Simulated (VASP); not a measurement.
## AlN: single point with PBEsol

The system is AlN.

```xyz
2
Lattice="-0.0394 1.9493 1.9493 1.9493 -0.0394 1.9493 1.9493 1.9493 -0.0394" Properties=species:S:1:pos:R:3 pbc="T T T"
Al    0.0000    0.0000    0.0000
N     1.9296    1.9296    1.9296
```

* Program: VASP 6.6.1
* Task: single point
* Functional: PBEsol
* Potentials or basis: VASP PAW PBE potentials, release 64 (Al, N)
* Cutoff: 600 eV
* k mesh: 8 × 8 × 8
* Occupations: fermi-dirac, width 0.02 eV
* Spin: no spin polarisation
* Dipole correction: no
* Further INCAR settings: ALGO = Normal; EDIFF = 1e-06; NBANDS = 11

* Pressure: 24.8 GPa
* Band gap on the k mesh: 4.49 eV, indirect (least direct gap 6.52 eV)

Stress tensor (GPa, compression positive):
```
24.82  6.76  6.76
 6.76 24.82  6.76
 6.76  6.76 24.82
```

Levels at points of the mesh, in eV from the valence-band top:
| k point | band 1 | band 2 | band 3 | band 4 | band 5 | band 6 | band 7 | band 8 |
| --- | --- | --- | --- | --- | --- | --- | --- | --- |
| (0.00, 0.00, 0.00) | -18.59 | -0.43 | -0.43 | 0.00 | 6.52 | 11.66 | 11.66 | 12.71 |
| (0.50, 0.00, 0.00) | -15.01 | -9.26 | -1.60 | -1.31 | 6.38 | 11.24 | 11.68 | 13.99 |
| (0.50, 0.50, 0.00) | -13.84 | -8.29 | -3.55 | -3.09 | 4.49 | 5.26 | 14.61 | 18.03 |
| (0.50, 0.50, 0.50) | -14.77 | -8.97 | -1.76 | -1.76 | 5.83 | 10.77 | 10.77 | 14.50 |

Run time: 8.7 s on 1 thread of Intel Xeon 6975P-C, on a shared host, peak memory 0.14 GiB.

Caveat: the PAW data sets were made with another functional, which shifts forces and pressure a little. A k mesh can miss the band edges.
